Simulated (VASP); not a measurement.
# Hg (Im-3m) in VASP: a series of runs, part 2 of 2

VASP 6.6.1. The steps go on from the part before.

**3. Single point, PBE**

INCAR

```
  PREC = Accurate
  ENCUT = 520
  EDIFF = 1E-6
  ISMEAR = -1
  SIGMA = 0.05
  LREAL = False
  LASPH = True
  NELM = 100
  ALGO = Normal
  ISIF = 2
  LWAVE = False
  LCHARG = False
  GGA = PE
  NBANDS = 12
```

KPOINTS

```
regular mesh
0
Gamma
  15 15 15
```

POSCAR

```
Hg
1.0
   -1.9468057421      1.9468057421      1.9468057421
    1.9468057421     -1.9468057421      1.9468057421
    1.9468057421      1.9468057421     -1.9468057421
Hg
1
Direct
    0.0000000000      0.0000000000      0.0000000000
```

Potentials or basis: VASP PAW PBE potentials, release 64 (Hg).

Launch:

```
$ cat potpaw_PBE.64/Hg/POTCAR > POTCAR
$ mpirun -np 1 vasp_std > vasp.out
```

OUTCAR:

```text
PREC = Accurate
   ENCUT = 520
   EDIFF = 1E-6
   ISMEAR = -1
   LREAL = False
   LASPH = True
   NELM = 100
   ISIF = 2
   GGA = PE

 ion  position               nearest neighbor table
   1  0.000  0.000  0.000-

  LATTYP: Found a body centered cubic cell.
 ALAT       =     3.8936114842

  Lattice vectors:

 A1 = (  -1.9468057421,   1.9468057421,   1.9468057421)
 A2 = (   1.9468057421,  -1.9468057421,   1.9468057421)
 A3 = (   1.9468057421,   1.9468057421,  -1.9468057421)

Analysis of symmetry for initial positions (statically):
=====================================================================
 Subroutine PRICEL returns:
 Original cell was already a primitive cell.

 Routine SETGRP: Setting up the symmetry group for a
 body centered cubic supercell.

 Subroutine GETGRP returns: Found 48 space group operations
 (whereof 48 operations were pure point group operations)
 out of a pool of 48 trial point group operations.

The static configuration has the point symmetry O_h .

Analysis of symmetry for dynamics (positions and initial velocities):
=====================================================================
 Subroutine PRICEL returns:
 Original cell was already a primitive cell.

 Routine SETGRP: Setting up the symmetry group for a
 body centered cubic supercell.

 Subroutine GETGRP returns: Found 48 space group operations
 (whereof 48 operations were pure point group operations)
 out of a pool of 48 trial point group operations.

The dynamic configuration has the point symmetry O_h .

 Subroutine INISYM returns: Found 48 space group operations
 (whereof 48 operations are pure point group operations),
 and found     1 'primitive' translations

----------------------------------------------------------------------------------------

                                     Primitive cell

  volume of cell :      29.5140

  direct lattice vectors                    reciprocal lattice vectors
    -1.946805742  1.946805742  1.946805742     0.000000000  0.256830966  0.256830966
     1.946805742 -1.946805742  1.946805742     0.256830966  0.000000000  0.256830966
     1.946805742  1.946805742 -1.946805742     0.256830966  0.256830966  0.000000000

  length of vectors
     3.371966458  3.371966458  3.371966458     0.363213836  0.363213836  0.363213836

  position of ions in fractional coordinates (direct lattice)
     0.000000000  0.000000000  0.000000000

  ion indices of the primitive-cell ions
   primitive index   ion index
                 1           1

----------------------------------------------------------------------------------------

 KPOINTS: regular mesh

Automatic generation of k-mesh.
 Grid dimensions read from file:
 generate k-points for:   15   15   15

 Generating k-lattice:

  Cartesian coordinates                     Fractional coordinates (reciprocal lattice)
     0.000000000  0.017122064  0.017122064     0.066666667  0.000000000  0.000000000
     0.017122064  0.000000000  0.017122064     0.000000000  0.066666667  0.000000000
     0.017122064  0.017122064  0.000000000     0.000000000  0.000000000  0.066666667

  Length of vectors
     0.024214256  0.024214256  0.024214256

  Shift w.r.t. Gamma in fractional coordinates (k-lattice)
     0.000000000  0.000000000  0.000000000

 Subroutine IBZKPT returns following result:
 ===========================================

 Found    120 irreducible k-points:

 Following reciprocal coordinates:
            Coordinates               Weight
  0.000000  0.000000  0.000000      1.000000
  0.066667  0.000000  0.000000     12.000000
  0.133333  0.000000  0.000000     12.000000
  0.200000  0.000000  0.000000     12.000000
  0.266667  0.000000  0.000000     12.000000
  0.333333  0.000000  0.000000     12.000000
[... 16 lines left out ...]
  0.333333  0.200000  0.000000     48.000000
  0.400000  0.200000  0.000000     24.000000
 [... further k-points ...]
   k-points           NKPTS =    120   k-points in BZ     NKDIM =    120   number of bands    NBANDS=     12
   number of dos      NEDOS =    301   number of ions     NIONS =      1
   total plane-waves  NPLWV =  21952
   dimension x,y,z NGX =    28 NGY =   28 NGZ =   28
   dimension x,y,z NGXF=    56 NGYF=   56 NGZF=   56
   ions per type =               1
   NGX,Y,Z   is equivalent  to a cutoff of  13.80, 13.80, 13.80 a.u.
   NGXF,Y,Z  is equivalent  to a cutoff of  27.61, 27.61, 27.61 a.u.
 SYSTEM =  unknown system
   PREC   = accura    normal or accurate (medium, high low for compatibility)
   ISTART =      0    job   : 0-new  1-cont  2-samecut
   ICHARG =      2    charge: 1-file 2-atom 10-const
   ISPIN  =      1    spin polarized calculation?
   LNONCOLLINEAR =      F non collinear calculations
   LSORBIT =      F    spin-orbit coupling
   LASPH  =      T    aspherical Exc in radial PAW
   ENCUT  =  520.0 eV  38.22 Ry    6.18 a.u.   6.27  6.27  6.27*2*pi/ulx,y,z
   NELM   =    100;   NELMIN=  2; NELMDL= -5     # of ELM steps
   EDIFF  = 0.1E-05   stopping-criterion for ELM
   LREAL  =      F    real-space projection
[... 7 lines left out ...]
   TEBEG  =    0.0;   TEEND  =   0.0 temperature during run
   PSTRESS=    0.0 pullay stress
   NELECT =      12.0000    total number of electrons
   NUPDOWN=      -1.0000    fix difference up-down
   EMIN   =  10.00;   EMAX   =-10.00  energy-range for DOS
   EFERMI =   0.00;   METHOD = LEGACY
   ISMEAR =    -1;   SIGMA  =   0.05  broadening in eV -4-tet -1-fermi 0-gaus
   EFERMI_NEDOS =   21; number of points for ismear=-14 and -15
   IALGO  =     38    algorithm
   IMIX   =      4    mixing-type and parameters
     AMIX     =   0.40;   BMIX     =  1.00
     AMIX_MAG =   1.60;   BMIX_MAG =  1.00
  volume/ion in A,a.u.               =      29.51       199.17
  Fermi-wavevector in a.u.,A,eV,Ry     =   1.212810  2.291878 20.012907  1.470907
  Thomas-Fermi vector in A             =   2.348282
   LORBIT       =      0    0 simple, 1 ext, 2 COOP (PROOUT), +10 PAW based schemes
   GGA     = PE    functional components
   LHFCALC =     F    Hartree Fock is set to
   AEXX    =    0.0000 exact exchange contribution
   IVDW    =     0    specifies the selected vdW correction
   LEPSILON=     F    determine dielectric tensor
   LRPA    =     F    only Hartree local field effects (RPA)
 non-spin polarized calculation
  energy-cutoff  :      520.00
  volume of cell :       29.51
 maximum number of plane-waves:       806
 NGX is ok and might be reduce to    28
   NGX = 13   NGY = 13   NGZ = 13

 number of electron      11.9999998 magnetization

 Free energy of the ion-electron system (eV)
  ---------------------------------------------------
  ext. energy  EPLUGINS =         0.00000000
  ---------------------------------------------------
  free energy    TOTEN  =        -0.18224073 eV

  energy without entropy =       -0.18117821  energy(sigma->0) =       -0.18170947

 E-fermi :   1.1684     XC(G=0):  -9.6543

 val. band max:        1.0880582526   @ k =   0.4667   0.0000   0.0000
 cond. band min:       1.2162966024   @ k =  -0.4667   0.4667   0.0667
 fundamental gap:      0.1282383498
 Fermi energy:         1.1683864335

 k-point     1 :       0.0000    0.0000    0.0000
  band No.  band energies     occupation
      1      -6.2135      2.00000
      2      -5.2962      2.00000
      3      -5.2962      2.00000
      4      -5.2962      2.00000
      5      -4.7219      2.00000
      6      -4.7219      2.00000
      7      14.6555      0.00000
      8      14.6555      0.00000
      9      14.6555      0.00000
     10      15.6105      0.00000
     11      15.6105      0.00000
     12      15.6105      0.00000

 k-point     2 :       0.0667    0.0000    0.0000
  band No.  band energies     occupation
      1      -6.1148      2.00000
      2      -5.3087      2.00000
      3      -5.2886      2.00000
      4      -5.2584      2.00000
      5      -4.7351      2.00000
      6      -4.7215      2.00000
      7      13.5240      0.00000
      8      14.2603      0.00000
      9      14.3519      0.00000
     10      15.2817      0.00000
     11      15.5561      0.00000
     12      15.6012      0.00000
[... 316 lines left out ...]
 k-point    24 :       0.4000    0.2000    0.0000
  band No.  band energies     occupation
      1      -5.6112      2.00000
      2      -5.3858      2.00000
      3      -4.8600      2.00000
      4      -4.7574      2.00000
      5      -4.5230      2.00000
      6      -0.2722      2.00000
      7       1.6997      0.00005
      8       5.9294      0.00000
      9      10.0372      0.00000
     10      15.4620      0.00000
     11      18.3587      0.00000
     12      18.5079      0.00000

 [... further k-points ...]
[... 5 lines left out ...]
  --------------------------------------------------------------------------------------
  -------------------------------------------------------------------------------------
  Total        0.0058037      0.0058037      0.0058037      0.0000000      0.0000000      0.0000000
  in kB        0.3150542      0.3150542      0.3150542      0.0000000      0.0000000      0.0000000
  external PRESSURE =       0.3150542 kB  Pullay stress =       0.0000000 kB

 VOLUME and BASIS-vectors are now :
 -----------------------------------------------------------------------------
  energy-cutoff  :      520.00
  volume of cell :       29.51
      direct lattice vectors                 reciprocal lattice vectors
    -1.946805742  1.946805742  1.946805742     0.000000000  0.256830966  0.256830966
     1.946805742 -1.946805742  1.946805742     0.256830966  0.000000000  0.256830966
     1.946805742  1.946805742 -1.946805742     0.256830966  0.256830966  0.000000000

 POSITION                                       TOTAL-FORCE (eV/Angst)
 -----------------------------------------------------------------------------------
      0.00000      0.00000      0.00000        -0.000000     -0.000000     -0.000000
 -----------------------------------------------------------------------------------
    total drift:                               -0.000000     -0.000000     -0.000000

  FREE ENERGIE OF THE ION-ELECTRON SYSTEM (eV)
  ---------------------------------------------------
  free  energy   TOTEN  =        -0.1822407270 eV

  energy  without entropy=       -0.1811782074  energy(sigma->0) =       -0.18170947
```

OSZICAR:

```text
N       E                     dE             d eps       ncg     rms          rms(c)
DAV:   1     0.718154975623E+02    0.71815E+02   -0.63645E+03  3024   0.926E+02
DAV:   2     0.111196648777E+01   -0.70704E+02   -0.66052E+02  3140   0.217E+02
DAV:   3    -0.193741822341E+00   -0.13057E+01   -0.13049E+01  3396   0.333E+01
DAV:   4    -0.195046255222E+00   -0.13044E-02   -0.13044E-02  3176   0.112E+00
DAV:   5    -0.195048375062E+00   -0.21198E-05   -0.21198E-05  3304   0.428E-02    0.173E+00
DAV:   6    -0.182514977883E+00    0.12533E-01   -0.33041E-02  3368   0.199E+00    0.140E+00
DAV:   7    -0.182020640577E+00    0.49434E-03   -0.44576E-03  3228   0.619E-01    0.685E-01
DAV:   8    -0.182214027999E+00   -0.19339E-03   -0.55642E-04  2992   0.273E-01    0.256E-02
DAV:   9    -0.182237659307E+00   -0.23631E-04   -0.16764E-05  3196   0.346E-02    0.712E-03
DAV:  10    -0.182240786722E+00   -0.31274E-05   -0.39825E-06  3004   0.196E-02    0.950E-04
DAV:  11    -0.182240727049E+00    0.59673E-07   -0.23417E-08  1540   0.112E-03
   1 F= -.18224073E+00 E0= -.18170947E+00  d E =-.106252E-02
```

Run time: 15 s. Hardware: 1 thread of Intel Xeon 6975P-C, shared host; peak memory 0.18 GiB.

What came out:

```
Free energy            : -0.1822 eV
Pressure               : 0.0 GPa
Band gap on the k mesh : zero (bands 6 and 7 overlap by 1.76 eV)
```

Caveat: spin-orbit coupling is left out, which moves the levels of the heavy elements.

**4. Relaxation of cell and atoms, PBE**

This run uses another cell than the first one, of 29.55 Å³/atom.

INCAR

```
PREC = Accurate
ENCUT = 600
EDIFF = 1E-7
ISMEAR = -1
SIGMA = 0.05
LREAL = F
LASPH = T
NELM = 100
ALGO = Normal
ISIF = 3
LWAVE = F
LCHARG = F
GGA = PE
IBRION = 2
NSW = 60
EDIFFG = -0.005
```

KPOINTS is that of step 3.

POSCAR

```
Hg
1.0
   -1.9475973037      1.9475973037      1.9475973037
    1.9475973037     -1.9475973037      1.9475973037
    1.9475973037      1.9475973037     -1.9475973037
Hg
1
Direct
    0.0000000000      0.0000000000      0.0000000000
```

Launch:

```
$ cat potpaw_PBE.64/Hg/POTCAR > POTCAR
$ mpirun -np 1 vasp_std > vasp.out
```

It took 41 s on 1 thread of Intel Xeon 6975P-C, shared host; peak memory 0.19 GiB.

It converged, with:

| Property | Result |
| --- | --- |
| Free energy | -0.1823 eV |
| Relaxed volume | 29.74 Å³/atom |
| Relaxed cell | a = 3.381 Å, b = 3.381 Å, c = 3.381 Å, α = 109.47°, β = 109.47°, γ = 109.47° |
| Space group after relaxing (to 0.1 Å) | Im-3m (No. 229) |
| Energy gained by relaxing | 0.0 meV/atom |
| Ionic steps | 3 |
| Pressure after relaxing | 0.0 GPa |
| Band gap on the k mesh | zero (bands 6 and 7 overlap by 1.70 eV) |

Final structure:
```
Hg
1.0
    -1.95180    1.95180    1.95180
     1.95180   -1.95180    1.95180
     1.95180    1.95180   -1.95180
Hg
1
Direct
  0.00000 0.00000 0.00000
```

Levels at points of the mesh, in eV from the Fermi level:
```csv
k point,band 4,band 5,band 6,band 7,band 8,band 9
"(0.00, 0.00, 0.00)",-6.46,-5.90,-5.90,13.38,13.38,13.38
```

Caveat: spin-orbit coupling is left out, which moves the levels of the heavy elements.

**5. Summary**

```csv
task,cell,cutoff (eV),gap on the mesh (eV),pressure (GPa)
single point,"a = 3.371 Å, angles 109.5°, 1 atom",520,none,0.0
single point,"a = 3.372 Å, angles 109.5°, 1 atom",520,none,0.0
relaxation of cell and atoms,"relaxed from a = 3.373 Å, angles 109.5°, 1 atom",600,none,0.0
```

Alike in all rows: level PBE; potentials or basis VASP PAW PBE potentials, release 64 (Hg); no spin polarisation; k mesh 15 × 15 × 15; smearing fermi-dirac 0.05 eV.

Caveats: spin-orbit coupling is left out, which moves the levels of the heavy elements.

Total energies depend on the potentials used, so only differences within one code and one set of settings carry meaning.

The gap in the log of VASP goes by the Fermi energy; the results here count the filled bands.